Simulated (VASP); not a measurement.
Wanted: the native input for a VASP 6.6.1 run.

```yaml
Task: single point
Functional: r2SCAN
Potentials_or_basis: VASP PAW PBE potentials, release 64 (Au)
Cutoff: 520 eV
k_mesh: 13 × 13 × 13
Occupations: fermi-dirac, width 0.03 eV
Spin: no spin polarisation
Dipole_correction: no
Further_INCAR_settings: ALGO = Normal; EDIFF = 1e-06; NBANDS = 12
```

Crystal: Au.

```
CELL_PARAMETERS angstrom
0.00000 2.06152 2.06152
2.06152 0.00000 2.06152
2.06152 2.06152 0.00000
ATOMIC_POSITIONS crystal
Au 0.00000 0.00000 0.00000
```

One way to write it, as run:

POSCAR

```
Au
1.0
    0.0000000000      2.0615246536      2.0615246536
    2.0615246536      0.0000000000      2.0615246536
    2.0615246536      2.0615246536      0.0000000000
Au
1
Direct
    0.0000000000      0.0000000000      0.0000000000
```

INCAR.step1

```
SYSTEM = Au
PREC = Accurate
ENCUT = 520
ISMEAR = -1
SIGMA = 0.03
LREAL = .FALSE.
LASPH = .TRUE.
NELM = 60
NBANDS = 12
GGA = PE
ALGO = Normal
EDIFF = 1E-4
LWAVE = .TRUE.
LCHARG = .FALSE.
```

INCAR.step2

```
SYSTEM = Au
PREC = Accurate
ENCUT = 520
EDIFF = 1E-6
ISMEAR = -1
SIGMA = 0.03
LREAL = .FALSE.
LASPH = .TRUE.
NELM = 60
ALGO = Normal
ISIF = 2
LWAVE = .FALSE.
LCHARG = .FALSE.
METAGGA = R2SCAN
LMIXTAU = .TRUE.
NBANDS = 12
ISTART = 1
```

KPOINTS

```
Automatic mesh
0
G
  13 13 13
  0 0 0
```

Potentials or basis: VASP PAW PBE potentials, release 64 (Au).

Run with:

```bash
$ cat potpaw_PBE.64/Au/POTCAR > POTCAR
$ cp INCAR.step1 INCAR
$ mpirun -np 1 vasp_std > vasp.out
$ cp INCAR.step2 INCAR
$ mpirun -np 1 vasp_std > vasp.out
```

It gave:

```json
{
  "Pressure": "0.1 GPa"
}
```

Caveat: the PAW data sets were made with another functional, which shifts forces and pressure a little.

Run time: 25 s on 1 thread of Intel(R) Xeon(R) 6975P-C (Granite Rapids), with other jobs on the host, peak memory 0.15 GiB.
